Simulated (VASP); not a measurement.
# La2O3 (P-3m1) in VASP: settings compared, part 2 of 2

VASP 6.6.1.

### 3 Single point, PBEsol

This run uses another cell than the first one, of 15.96 Å³/atom.

INCAR

```
PREC = Accurate
ENCUT = 520
EDIFF = 1E-7
ISMEAR = -1
SIGMA = 0.02
LREAL = False
LASPH = True
NELM = 100
ALGO = Normal
ISIF = 2
LWAVE = False
LCHARG = True
GGA = PS
LELF = True
LVHAR = True
NBANDS = 28
```

KPOINTS

```
Automatic mesh
0
Gamma
  6 6 4
```

POSCAR

```
La2O3
1.0
    3.9059906959      0.0000000000      0.0000000000
   -1.9529953480      3.3826871696      0.0000000000
    0.0000000000      0.0000000000      6.0410032769
La O
2 3
Direct
    0.3333333333      0.6666666667      0.2453859984
    0.6666666667      0.3333333333      0.7546140016
    0.0000000000      0.0000000000      0.0000000000
    0.3333333333      0.6666666667      0.6459835432
    0.6666666667      0.3333333333      0.3540164568
```

Potentials or basis: VASP PAW PBE potentials, release 64 (La, O).

Command:

```bash
$ cat potpaw_PBE.64/La/POTCAR potpaw_PBE.64/O/POTCAR > POTCAR
$ mpirun -np 1 vasp_std > vasp.out
```

OUTCAR:

```text
PREC = Accurate
   ENCUT = 520
   EDIFF = 1E-7
   ISMEAR = -1
   LREAL = False
   LASPH = True
   NELM = 100
   ISIF = 2
   GGA = PS

 ion  position               nearest neighbor table
   1  0.333  0.667  0.245-   5 2.35   5 2.35   5 2.35   4 2.42   3 2.70   3 2.70   3 2.70
   2  0.667  0.333  0.755-   4 2.35   4 2.35   4 2.35   5 2.42   3 2.70   3 2.70   3 2.70
   3  0.000  0.000  0.000-   1 2.70   2 2.70   2 2.70   1 2.70   2 2.70   1 2.70
   4  0.333  0.667  0.646-   2 2.35   2 2.35   2 2.35   1 2.42
   5  0.667  0.333  0.354-   1 2.35   1 2.35   1 2.35   2 2.42

[... 945 lines left out ...]
  -------------------------------------------------------------------------------------
  Total       -0.1028234     -0.1028234     -0.0935860      0.0000000      0.0000000      0.0000000
  in kB       -2.0639568     -2.0639568     -1.8785359      0.0000000      0.0000000      0.0000000
  external PRESSURE =      -2.0021498 kB  Pullay stress =       0.0000000 kB

 VOLUME and BASIS-vectors are now :
 -----------------------------------------------------------------------------
  energy-cutoff  :      520.00
  volume of cell :       79.82
      direct lattice vectors                 reciprocal lattice vectors
     3.905990696  0.000000000  0.000000000     0.256016995  0.147811481  0.000000000
    -1.952995348  3.382687170  0.000000000     0.000000000  0.295622962  0.000000000
     0.000000000  0.000000000  6.041003277     0.000000000  0.000000000  0.165535418

 POSITION                                       TOTAL-FORCE (eV/Angst)
 -----------------------------------------------------------------------------------
     -0.00000      2.25512      1.48238         0.000000      0.000000      0.008040
      1.95300      1.12756      4.55863         0.000000     -0.000000     -0.008040
      0.00000      0.00000      0.00000        -0.000000      0.000000      0.000000
     -0.00000      2.25512      3.90239         0.000000     -0.000000      0.002650
      1.95300      1.12756      2.13861        -0.000000      0.000000     -0.002650
 -----------------------------------------------------------------------------------
    total drift:                                0.000000      0.000000      0.000000

  FREE ENERGIE OF THE ION-ELECTRON SYSTEM (eV)
  ---------------------------------------------------
  free  energy   TOTEN  =       -43.7094618181 eV

  energy  without entropy=      -43.7094618180  energy(sigma->0) =      -43.70946182
```

OSZICAR:

```text
N       E                     dE             d eps       ncg     rms          rms(c)
DAV:   1     0.476815172745E+03    0.47682E+03   -0.15547E+04  1376   0.222E+03
DAV:   2     0.815746767177E+02   -0.39524E+03   -0.37486E+03  1784   0.359E+02
DAV:   3    -0.344131497871E+02   -0.11599E+03   -0.11259E+03  2184   0.203E+02
DAV:   4    -0.477634182933E+02   -0.13350E+02   -0.13301E+02  2316   0.718E+01
DAV:   5    -0.487360739053E+02   -0.97266E+00   -0.97188E+00  2352   0.209E+01    0.140E+01
DAV:   6    -0.438623507507E+02    0.48737E+01   -0.43077E+01  2216   0.360E+01    0.739E+00
DAV:   7    -0.437610023614E+02    0.10135E+00   -0.44958E+00  2624   0.188E+01    0.347E+00
DAV:   8    -0.437199005846E+02    0.41102E-01   -0.55462E-01  2328   0.584E+00    0.113E+00
DAV:   9    -0.437073433094E+02    0.12557E-01   -0.94169E-02  2456   0.225E+00    0.337E-01
DAV:  10    -0.437087106800E+02   -0.13674E-02   -0.20423E-02  2304   0.923E-01    0.152E-01
DAV:  11    -0.437096029051E+02   -0.89223E-03   -0.66198E-03  2576   0.575E-01    0.131E-01
DAV:  12    -0.437094194530E+02    0.18345E-03   -0.23356E-03  2080   0.280E-01    0.443E-02
DAV:  13    -0.437094660134E+02   -0.46560E-04   -0.86082E-04  2416   0.188E-01    0.243E-02
DAV:  14    -0.437094610349E+02    0.49785E-05   -0.11077E-04  2392   0.868E-02    0.436E-03
DAV:  15    -0.437094618697E+02   -0.83478E-06   -0.81127E-06  2256   0.212E-02    0.341E-03
DAV:  16    -0.437094618741E+02   -0.44543E-08   -0.37435E-06  2456   0.124E-02    0.288E-03
DAV:  17    -0.437094618181E+02    0.56071E-07   -0.66210E-07  2072   0.709E-03
   1 F= -.43709462E+02 E0= -.43709462E+02  d E =-.325667E-10
```

Wall time 78 s (1 thread of Intel Xeon Platinum 8259CL at 2.50GHz (Skylake/Cascade Lake), shared host); peak memory 0.23 GiB.

Results:

| Property | Result |
| --- | --- |
| Free energy | -43.7095 eV |
| Pressure | -0.2 GPa |
| Largest force | 0.008 eV/Å |
| Band gap on the k mesh | 3.78 eV (least direct gap 3.87 eV) |

Forces in eV/Å, atoms in the order of the input:
```
La   0.000  0.000  0.008
La   0.000  0.000 -0.008
O    0.000  0.000  0.000
O    0.000  0.000  0.003
O    0.000  0.000 -0.003
```

Caveat: the PAW data sets were made with another functional, which shifts forces and pressure a little; spin-orbit coupling is left out, which moves the levels of the heavy elements. A k mesh can miss the band edges.

### 4 Single point, PBE

This run uses another cell than the first one, of 16.64 Å³/atom.

INCAR

```
SYSTEM = La2O3
PREC     = Accurate       ! precision mode
ENCUT    = 520            ! plane-wave cutoff, eV
EDIFF    = 1E-6           ! SCF threshold, eV
ISMEAR   = -1             ! smearing method
SIGMA    = 0.02           ! smearing width, eV
LREAL    = .False.        ! projectors in reciprocal space
LASPH    = .True.         ! aspherical terms in the spheres
NELM     = 80             ! most SCF steps
ALGO     = Normal         ! electronic algorithm
ISIF     = 2              ! what is computed and relaxed
LWAVE    = .False.        ! write WAVECAR
LCHARG   = .False.        ! write CHGCAR
GGA      = PE             ! functional
NBANDS   = 28             ! bands
```

KPOINTS

```
Automatic mesh
0
Gamma
  6 6 4
  0 0 0
```

POSCAR

```
La2O3
1.0
    3.9403183646      0.0000000000      0.0000000000
   -1.9701591823      3.4124158028      0.0000000000
    0.0000000000      0.0000000000      6.1888354092
La O
2 3
Direct
    0.3333333333      0.6666666667      0.2473923168
    0.6666666667      0.3333333333      0.7526076832
    0.0000000000      0.0000000000      0.0000000000
    0.3333333333      0.6666666667      0.6452844901
    0.6666666667      0.3333333333      0.3547155099
```

Command:

```bash
$ cat potpaw_PBE.64/La/POTCAR potpaw_PBE.64/O/POTCAR > POTCAR
$ mpirun -np 1 vasp_std > vasp.out
```

It took 77 s on 1 thread of Intel Xeon Platinum 8259CL at 2.50GHz (Skylake/Cascade Lake), shared host; peak memory 0.23 GiB.

It converged, with:

```
Free energy            : -41.8251 eV
Pressure               : -0.3 GPa
Largest force          : 0.012 eV/Å
Band gap on the k mesh : 3.85 eV (least direct gap 3.98 eV)
```

Forces on the atoms (eV/Å):
```
La   0.000  0.000  0.012
La   0.000  0.000 -0.012
O    0.000  0.000  0.000
O    0.000  0.000  0.005
O    0.000  0.000 -0.005
```

Levels at points of the mesh, in eV from the valence-band top:
```csv
k point,band 16,band 17,band 18,band 19,band 20,band 21,band 22,band 23,band 24,band 25
"(0.00, 0.00, 0.00)",-2.07,-1.61,-0.34,-0.34,-0.08,4.26,4.62,4.62,5.07,5.30
"(0.50, 0.00, 0.00)",-0.74,-0.71,-0.64,-0.40,-0.28,3.85,4.68,5.10,5.16,5.21
"(0.00, 0.00, 0.50)",-1.86,-0.96,-0.74,-0.26,-0.26,4.65,4.73,4.73,4.88,5.33
"(0.50, 0.00, 0.50)",-0.97,-0.94,-0.67,-0.35,0.00,4.36,4.59,5.01,5.14,5.21
```

Caveat: spin-orbit coupling is left out, which moves the levels of the heavy elements.

### 5 Single point, r2SCAN

This run uses another cell than the first one, of 16.43 Å³/atom.

POSCAR

```
La2O3
1.0
    3.9350929413      0.0000000000      0.0000000000
   -1.9675464707      3.4078904534      0.0000000000
    0.0000000000      0.0000000000      6.1262268541
La O
2 3
Direct
    0.3333333333      0.6666666667      0.2461581727
    0.6666666667      0.3333333333      0.7538418273
    0.0000000000      0.0000000000      0.0000000000
    0.3333333333      0.6666666667      0.6461107659
    0.6666666667      0.3333333333      0.3538892341
```

INCAR.step1

```
SYSTEM = La2O3
ALGO = Normal
EDIFF = 1E-4
ENCUT = 520
GGA = PE
ISMEAR = -1
LASPH = .TRUE.
LCHARG = .FALSE.
LREAL = .FALSE.
LWAVE = .TRUE.
NBANDS = 28
NELM = 100
PREC = Accurate
SIGMA = 0.02
```

INCAR.step2

```
SYSTEM = La2O3
ALGO = Normal
EDIFF = 1E-6
ENCUT = 520
ISIF = 2
ISMEAR = -1
ISTART = 1
LASPH = .TRUE.
LCHARG = .FALSE.
LMIXTAU = .TRUE.
LREAL = .FALSE.
LWAVE = .FALSE.
METAGGA = R2SCAN
NBANDS = 28
NELM = 100
PREC = Accurate
SIGMA = 0.02
```

KPOINTS

```
k-points
0
G
  6 6 4
  0 0 0
```

Command:

```bash
$ cat potpaw_PBE.64/La/POTCAR potpaw_PBE.64/O/POTCAR > POTCAR
$ cp INCAR.step1 INCAR
$ mpirun -np 1 vasp_std > vasp.out
$ cp INCAR.step2 INCAR
$ mpirun -np 1 vasp_std > vasp.out
```

It took 4.7 min on 1 thread of Intel Xeon Platinum 8259CL at 2.50GHz (Skylake/Cascade Lake), shared host; peak memory 0.24 GiB.

Results (log left out):

| Quantity | Value |
| --- | --- |
| Free energy | -96.0577 eV |
| Pressure | -0.5 GPa |
| Largest force | 0.022 eV/Å |
| Band gap on the k mesh | 4.24 eV (least direct gap 4.36 eV) |

Forces on the atoms (eV/Å):
```
La   0.000  0.000  0.022
La   0.000  0.000 -0.022
O    0.000  0.000  0.000
O    0.000  0.000  0.006
O    0.000  0.000 -0.006
```

Stress tensor (GPa, compression positive):
```
-0.53  0.00  0.00
 0.00 -0.53  0.00
 0.00  0.00 -0.42
```

Levels at points of the mesh, in eV from the valence-band top:
```tsv
k point	band 16	band 17	band 18	band 19	band 20	band 21	band 22	band 23	band 24	band 25
(0.00, 0.00, 0.00)	-2.12	-1.64	-0.38	-0.38	-0.11	4.78	5.11	5.11	5.74	5.98
(0.50, 0.00, 0.00)	-0.75	-0.74	-0.67	-0.42	-0.30	4.30	5.26	5.77	5.81	5.90
(0.00, 0.00, 0.50)	-1.92	-0.99	-0.76	-0.28	-0.28	5.23	5.27	5.27	5.52	6.03
(0.50, 0.00, 0.50)	-1.02	-0.96	-0.70	-0.37	0.00	4.92	5.08	5.70	5.81	5.87
```

Caveat: the PAW data sets were made with another functional, which shifts forces and pressure a little; spin-orbit coupling is left out, which moves the levels of the heavy elements. A k mesh can miss the band edges.

### 6 The runs side by side

| level | potentials or basis | cell | gap on the mesh (eV) | pressure (GPa) | largest force (eV/Å) |
| --- | --- | --- | --- | --- | --- |
| LDA | VASP PAW LDA potentials, release 64 (La, O) | a = 3.883, b = 3.883, c = 5.951 Å, angles 90.0, 90.0, 120.0°, 5 atoms, atomic positions A | 3.73 | 0.0 | 0.01 |
| PBEsol | VASP PAW PBE potentials, release 64 (La, O) | a = 3.906, b = 3.906, c = 6.041 Å, angles 90.0, 90.0, 120.0°, 5 atoms, atomic positions B | 3.78 | -0.2 | 0.01 |
| PBE | VASP PAW PBE potentials, release 64 (La, O) | a = 3.940, b = 3.940, c = 6.189 Å, angles 90.0, 90.0, 120.0°, 5 atoms, atomic positions C | 3.85 | -0.3 | 0.01 |
| r2SCAN | VASP PAW PBE potentials, release 64 (La, O) | a = 3.935, b = 3.935, c = 6.126 Å, angles 90.0, 90.0, 120.0°, 5 atoms, atomic positions B | 4.24 | -0.5 | 0.02 |

Alike in all rows: task single point; no spin polarisation; k mesh 6 × 6 × 4; cutoff (eV) 520; smearing fermi-dirac 0.02 eV.

Caveats: spin-orbit coupling is left out, which moves the levels of the heavy elements; the PAW data sets were made with another functional, which shifts forces and pressure a little (at least some runs).

Total energies depend on the potentials used, so only differences within one code and one set of settings carry meaning.
